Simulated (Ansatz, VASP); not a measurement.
## NiO: VASP beside Ansatz

```
CELL_PARAMETERS angstrom
0.00000 2.09131 2.09131
2.09131 0.00000 2.09131
2.09131 2.09131 0.00000
ATOMIC_POSITIONS crystal
Ni 0.00000 0.00000 0.00000
O 0.50000 0.50000 0.50000
```

Alike in both runs: task single point; functional LDA; k mesh 8 × 8 × 8; occupations gaussian, width 0.05 eV; collinear spin; Hubbard terms Ni d U = 6.0 eV, J = 0.9 eV.

|  | VASP | Ansatz |
| --- | --- | --- |
| version | VASP 6.6.1 | Ansatz 0.2.0 |
| potentials or method | VASP PAW LDA potentials, release 64 (Ni, O), cutoff 520 eV | scalar-relativistic, plane waves, PAW |
| valence electrons in the cell | 16 | 24 |

Ansatz gave:

```
gap on the k mesh at the Fermi level (eV)                     : 1.52
least direct gap on the mesh (eV)                             : 2.39
pressure (GPa)                                                : -6.3
net moment per atom (μB)                                      : 1.00
size of the moment on the site where the two differ most (μB) : 1.69
```

Question: What did VASP give for the same quantities?

Answer: gap on the k mesh at the Fermi level (eV): 1.71; least direct gap on the mesh (eV): 2.63; pressure (GPa): -15.6; net moment per atom (μB): 1.00; size of the moment on the site where the two differ most (μB): 1.77.

LDA's correlation is that of Perdew and Zunger in VASP and of Perdew and Wang (1992) in Ansatz. Site moments also hang on the region over which each program counts them. The programs project onto different local orbitals, so the same U acts differently, and such runs can settle in different states. VASP's potentials hold 16 valence electrons a cell and Ansatz's 24, so a difference there can come from the potentials and not from the codes.
